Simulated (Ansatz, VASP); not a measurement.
# One calculation of Hf, two programs

```
Hf
1.0
     0.00000    2.31892    2.31892
     2.31892    0.00000    2.31892
     2.31892    2.31892    0.00000
Hf
1
Direct
  0.00000 0.00000 0.00000
```

Alike in both runs: task single point; functional PBE; k mesh 16 × 16 × 16; occupations gaussian, width 0.1 eV; no spin polarisation.

|  | VASP | Ansatz |
| --- | --- | --- |
| version | VASP 6.6.1 | Ansatz 0.2.0 |
| potentials or method | VASP PAW PBE potentials, release 64 (Hf_pv), cutoff 520 eV | scalar-relativistic, plane waves, PAW |
| valence electrons in the cell | 10 | 26 |

Ansatz gave:

* gap on the k mesh at the Fermi level (eV): none
* pressure (GPa): -8.6

Task: Estimate VASP's values.

Result: gap on the k mesh at the Fermi level (eV): none; pressure (GPa): -9.0.

A gap of «none» marks a metal or a gap that the smearing closes. VASP's potentials hold 10 valence electrons a cell and Ansatz's 26, so a difference there can come from the potentials and not from the codes.

Neither program's run includes spin-orbit coupling.
